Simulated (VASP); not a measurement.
# BiTe (Fm-3m) in VASP: settings compared, part 3 of 3

VASP 6.6.1. The steps go on from the part before.

**5. Single point, revPBE (volume scaled by 1.02)**

INCAR

```
SYSTEM = BiTe
  ALGO = Normal
  EDIFF = 1E-6
  ENCUT = 520
  GGA = RE
  ISIF = 2
  ISMEAR = 0
  LASPH = .True.
  LCHARG = .True.
  LELF = .True.
  LREAL = .False.
  LVHAR = .True.
  LWAVE = .False.
  NBANDS = 18
  NELM = 100
  PREC = Accurate
  SIGMA = 0.05
```

KPOINTS

```
k-points
0
Gamma
  6 6 6
  0 0 0
```

POSCAR

```
BiTe
1.0
    0.0000000000      3.3019122960      3.3019122960
    3.3019122960      0.0000000000      3.3019122960
    3.3019122960      3.3019122960      0.0000000000
Bi Te
1 1
Direct
    0.5000000000      0.5000000000      0.5000000000
    0.0000000000      0.0000000000      0.0000000000
```

Potentials or basis: VASP PAW PBE potentials, release 64 (Bi_d, Te).

Command:

```bash
> cat potpaw_PBE.64/Bi_d/POTCAR potpaw_PBE.64/Te/POTCAR > POTCAR
> mpirun -np 1 vasp_std > vasp.out
```

OUTCAR:

```text
SYSTEM = BiTe
   EDIFF = 1E-6
   ENCUT = 520
   GGA = RE
   ISIF = 2
   ISMEAR = 0
   LASPH = .True.
   LREAL = .False.
   NELM = 100
   PREC = Accurate

 ion  position               nearest neighbor table
   1  0.500  0.500  0.500-   2 3.30   2 3.30   2 3.30   2 3.30   2 3.30   2 3.30
   2  0.000  0.000  0.000-   1 3.30   1 3.30   1 3.30   1 3.30   1 3.30   1 3.30

  LATTYP: Found a face centered cubic cell.
 ALAT       =     6.6038245920

  Lattice vectors:

 A1 = (   0.0000000000,   3.3019122960,   3.3019122960)
 A2 = (   3.3019122960,   0.0000000000,   3.3019122960)
 A3 = (   3.3019122960,   3.3019122960,   0.0000000000)

Analysis of symmetry for initial positions (statically):
=====================================================================
 Subroutine PRICEL returns:
 Original cell was already a primitive cell.

 Routine SETGRP: Setting up the symmetry group for a
 face centered cubic supercell.

 Subroutine GETGRP returns: Found 48 space group operations
 (whereof 48 operations were pure point group operations)
 out of a pool of 48 trial point group operations.

The static configuration has the point symmetry O_h .

Analysis of symmetry for dynamics (positions and initial velocities):
=====================================================================
 Subroutine PRICEL returns:
 Original cell was already a primitive cell.

 Routine SETGRP: Setting up the symmetry group for a
 face centered cubic supercell.

 Subroutine GETGRP returns: Found 48 space group operations
 (whereof 48 operations were pure point group operations)
 out of a pool of 48 trial point group operations.

The dynamic configuration has the point symmetry O_h .

 Subroutine INISYM returns: Found 48 space group operations
 (whereof 48 operations are pure point group operations),
 and found     1 'primitive' translations

----------------------------------------------------------------------------------------

[... 99 lines left out ...]
   EFERMI_NEDOS =   21; number of points for ismear=-14 and -15
   IALGO  =     38    algorithm
   IMIX   =      4    mixing-type and parameters
     AMIX     =   0.40;   BMIX     =  1.00
     AMIX_MAG =   1.60;   BMIX_MAG =  1.00
  volume/ion in A,a.u.               =      36.00       242.94
  Fermi-wavevector in a.u.,A,eV,Ry     =   1.085690  2.051656 16.037489  1.178722
  Thomas-Fermi vector in A             =   2.221809
   LORBIT       =      0    0 simple, 1 ext, 2 COOP (PROOUT), +10 PAW based schemes
   GGA     = RE    functional components
   LHFCALC =     F    Hartree Fock is set to
   AEXX    =    0.0000 exact exchange contribution
   IVDW    =     0    specifies the selected vdW correction
   LEPSILON=     F    determine dielectric tensor
   LRPA    =     F    only Hartree local field effects (RPA)
 non-spin polarized calculation
 Gauss-broadening in eV      SIGMA  =   0.05
  energy-cutoff  :      520.00
  volume of cell :       72.00
 maximum number of plane-waves:      1964
   NGX = 17   NGY = 17   NGZ = 17

 number of electron      20.9999999 magnetization

 Free energy of the ion-electron system (eV)
  ---------------------------------------------------
  ext. energy  EPLUGINS =         0.00000000
  ---------------------------------------------------
  free energy    TOTEN  =        -6.52439186 eV

  energy without entropy =       -6.52207502  energy(sigma->0) =       -6.52323344

 E-fermi :   5.9023     XC(G=0):  -9.0834

 val. band max:        5.8769838626   @ k =   0.3333   0.0000   0.0000
 cond. band min:       5.9485462766   @ k =  -0.1667   0.1667   0.0000
 fundamental gap:      0.0715624140
 Fermi energy:         5.9023268277

 k-point     1 :       0.0000    0.0000    0.0000
  band No.  band energies     occupation
      1     -17.1841      2.00000
      2     -17.1841      2.00000
      3     -17.1841      2.00000
      4     -17.1821      2.00000
      5     -17.1821      2.00000
      6      -7.0993      2.00000
[... 313 lines left out ...]
      5     -17.1765      2.00000
      6      -5.2445      2.00000
[... 10 lines left out ...]
     17      15.8168      0.00000
     18      16.4004      0.00000

------------------------ aborting loop because EDIFF is reached ----------------------------------------

  FORCE on cell =-STRESS in cart. coord.  units (eV):
  Direction    XX          YY          ZZ          XY          YZ          ZX
  --------------------------------------------------------------------------------------
  -------------------------------------------------------------------------------------
  Total       -0.4179863     -0.4179863     -0.4179863      0.0000000      0.0000000      0.0000000
  in kB       -9.3013515     -9.3013515     -9.3013515      0.0000000      0.0000000      0.0000000
  external PRESSURE =      -9.3013515 kB  Pullay stress =       0.0000000 kB

 VOLUME and BASIS-vectors are now :
 -----------------------------------------------------------------------------
  energy-cutoff  :      520.00
  volume of cell :       72.00
      direct lattice vectors                 reciprocal lattice vectors
     0.000000000  3.301912296  3.301912296    -0.151427402  0.151427402  0.151427402
     3.301912296  0.000000000  3.301912296     0.151427402 -0.151427402  0.151427402
     3.301912296  3.301912296  0.000000000     0.151427402  0.151427402 -0.151427402

 POSITION                                       TOTAL-FORCE (eV/Angst)
 -----------------------------------------------------------------------------------
      3.30191      3.30191      3.30191        -0.000000     -0.000000      0.000000
      0.00000      0.00000      0.00000         0.000000      0.000000     -0.000000
 -----------------------------------------------------------------------------------
    total drift:                                0.000000      0.000000      0.000000

  FREE ENERGIE OF THE ION-ELECTRON SYSTEM (eV)
  ---------------------------------------------------
  free  energy   TOTEN  =        -6.5243918635 eV

  energy  without entropy=       -6.5220750162  energy(sigma->0) =       -6.52323344
```

stdout:

```text
POSCAR found type information on POSCAR BiTe
 POSCAR found :  2 types and       2 ions
 scaLAPACK will be used
 -----------------------------------------------------------------------------
|                                                                             |
|                                                                             |
|     You enforced a specific xc type in the INCAR file but a different       |
|     I HOPE YOU KNOW WHAT YOU ARE DOING!                                     |
|                                                                             |
 -----------------------------------------------------------------------------

 LDA part: xc-table for (Slater+PW92), standard interpolation
 POSCAR, INCAR and KPOINTS ok, starting setup
 FFT: planning ... GRIDC
 FFT: planning ... GRID_SOFT
 FFT: planning ... GRID
 WAVECAR not read
 entering main loop
```

It took 15 s on 1 thread of Intel Xeon Platinum 8488C (Sapphire Rapids), shared host; peak memory 0.2 GiB.

What came out:

| Property | Result |
| --- | --- |
| Free energy | -6.5244 eV |
| Pressure | -0.9 GPa |

Levels at points of the mesh, in eV from the Fermi level:
| k point | band 6 | band 7 | band 8 | band 9 | band 10 | band 11 | band 12 | band 13 | band 14 | band 15 |
| --- | --- | --- | --- | --- | --- | --- | --- | --- | --- | --- |
| (0.00, 0.00, 0.00) | -13.00 | -8.22 | -2.29 | -2.29 | -2.29 | 2.14 | 2.14 | 2.14 | 4.88 | 4.88 |
| (0.50, 0.00, 0.00) | -11.20 | -10.95 | -1.69 | -1.69 | -1.49 | -0.66 | -0.43 | -0.43 | 7.35 | 7.74 |
| (0.50, 0.50, 0.00) | -11.43 | -9.83 | -5.14 | -3.63 | -3.63 | 2.60 | 3.42 | 3.42 | 4.64 | 8.58 |

Caveat: the PAW data sets were made with another functional, which shifts forces and pressure a little; spin-orbit coupling is left out, which moves the levels of the heavy elements.

**6. Single point, revPBE (volume scaled by 1.04)**

INCAR

```
SYSTEM = BiTe
PREC = Accurate
ENCUT = 520
EDIFF = 1E-7
ISMEAR = 0
SIGMA = 0.05
LREAL = .False.
LASPH = .True.
NELM = 100
ALGO = Normal
ISIF = 2
LWAVE = .False.
LCHARG = .True.
GGA = RE
LELF = .True.
LVHAR = .True.
NBANDS = 18
```

KPOINTS

```
regular mesh
0
Gamma
  6 6 6
  0 0 0
```

POSCAR

```
BiTe
1.0
    0.0000000000      3.3233538858      3.3233538858
    3.3233538858      0.0000000000      3.3233538858
    3.3233538858      3.3233538858      0.0000000000
Bi Te
1 1
Direct
    0.5000000000      0.5000000000      0.5000000000
    0.0000000000      0.0000000000      0.0000000000
```

Potentials or basis: VASP PAW PBE potentials, release 64 (Bi_d, Te).

Command:

```bash
> cat potpaw_PBE.64/Bi_d/POTCAR potpaw_PBE.64/Te/POTCAR > POTCAR
> mpirun -np 1 vasp_std > vasp.out
```

It took 16 s on 1 thread of Intel Xeon Platinum 8488C (Sapphire Rapids), shared host; peak memory 0.2 GiB.

The run converged. Its results:

* Free energy: -6.5135 eV
* Pressure: -1.7 GPa

Levels at points of the mesh, in eV from the Fermi level:
```
           k point  band 6  band 7  band 8  band 9  band 10  band 11  band 12  band 13  band 14  band 15
(0.00, 0.00, 0.00)  -12.89   -8.29   -2.24   -2.24    -2.24     2.09     2.09     2.09     4.90     4.90
(0.50, 0.00, 0.00)  -11.14  -10.90   -1.66   -1.66    -1.50    -0.65    -0.41    -0.41     7.31     7.69
(0.50, 0.50, 0.00)  -11.37   -9.83   -5.02   -3.55    -3.55     2.67     3.33     3.33     4.50     8.52
```

Caveat: the PAW data sets were made with another functional, which shifts forces and pressure a little; spin-orbit coupling is left out, which moves the levels of the heavy elements.

**7. Summary**

```tsv
level	cell	gap on the mesh (eV)	pressure (GPa)
BLYP+D3(BJ)	a = 4.609 Å, angles 60.0°, 2 atoms	none	-1.7
PBE+D4	a = 4.595 Å, angles 60.0°, 2 atoms	none	-1.9
PBE+D3(BJ)	a = 4.595 Å, angles 60.0°, 2 atoms	none	-1.9
revPBE	a = 4.670 Å, angles 60.0°, 2 atoms	none	-0.9
revPBE	a = 4.700 Å, angles 60.0°, 2 atoms	none	-1.7
```

Alike in all rows: task single point; potentials or basis VASP PAW PBE potentials, release 64 (Bi_d, Te); no spin polarisation; k mesh 6 × 6 × 6; cutoff (eV) 520; smearing gaussian 0.05 eV.

Caveats: spin-orbit coupling is left out, which moves the levels of the heavy elements; the PAW data sets were made with another functional, which shifts forces and pressure a little (some runs); pairwise dispersion overbinds metals, which lowers pressure and volume (some runs).

Total energies depend on the potentials used, so only differences within one code and one set of settings carry meaning.
